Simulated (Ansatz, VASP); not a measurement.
KCl in VASP and in Ansatz

INCAR

```
PREC     = Accurate       # precision mode
ENCUT    = 520            # plane-wave cutoff, eV
EDIFF    = 1E-6           # SCF threshold, eV
ISMEAR   = 0              # smearing method
SIGMA    = 0.05           # smearing width, eV
LREAL    = False          # projectors in reciprocal space
LASPH    = True           # aspherical terms in the spheres
NELM     = 100            # most SCF steps
ALGO     = Normal         # electronic algorithm
ISIF     = 2              # what is computed and relaxed
LWAVE    = False          # write WAVECAR
LCHARG   = False          # write CHGCAR
GGA      = PS             # functional
NBANDS   = 24             # bands
```

KPOINTS

```
regular mesh
0
Gamma
  6 6 6
```

Contents of POSCAR:

```
KCl
1.0
    0.0000000000     -3.1207041401     -3.2664410234
   -3.1207041401      0.0000000000     -3.2664410234
    3.1207041401      3.1207041401     -6.5328820469
K Cl
2 2
Direct
    0.5000000000      0.5000000000      0.5000000000
    0.0000000000      1.0000000000      0.0000000000
    0.7500000000      0.7500000000      0.7500000000
    0.2500000000      0.2500000000      0.2500000000
```

Input for Ansatz:

```yaml
crystal:
  lattice:
    - [0.0, -3.1207041401, -3.2664410234]
    - [-3.1207041401, 0.0, -3.2664410234]
    - [3.1207041401, 3.1207041401, -6.5328820469]
  atoms:
    - { symbol: K, position: [0.5, 0.5, 0.5] }
    - { symbol: K, position: [0.0, 1.0, 0.0] }
    - { symbol: Cl, position: [0.75, 0.75, 0.75] }
    - { symbol: Cl, position: [0.25, 0.25, 0.25] }
basis:
  ecutwfc: 420
kpoints:
  mp_grid: { grid: [6, 6, 6] }
hamiltonian:
  xc: pbesol
scf:
  occupations: { method: gaussian, width: 0.05 }
output:
  forces: true
  stress: true
  eigenvalues: true
```

Change from the starting cell: mode 7 frozen in at +0.000 Å, normal strain along z +0.0467.

Alike in both runs: task single point; functional PBEsol; k mesh 6 × 6 × 6; occupations gaussian, width 0.05 eV; no spin polarisation.

```csv
,VASP,Ansatz
version,VASP 6.6.1,Ansatz 0.2.0
potentials or method,"VASP PAW PBE potentials, release 64 (K_sv, Cl), cutoff 520 eV","scalar-relativistic, plane waves, PAW"
valence electrons in the cell,32,32
```

Ansatz gave:

| Item | Value |
| --- | --- |
| gap on the k mesh at the Fermi level (eV) | 4.95 |
| least direct gap on the mesh (eV) | 4.95 |
| pressure (GPa) | -0.6 |
| traceless stress, the component that is largest in VASP (GPa) | -0.78 |

Problem. Estimate VASP's values.

Solution. gap on the k mesh at the Fermi level (eV): 4.94; least direct gap on the mesh (eV): 4.94; pressure (GPa): -0.6; traceless stress, the component that is largest in VASP (GPa): -0.80.

VASP's potentials were made for PBE, not for PBEsol.
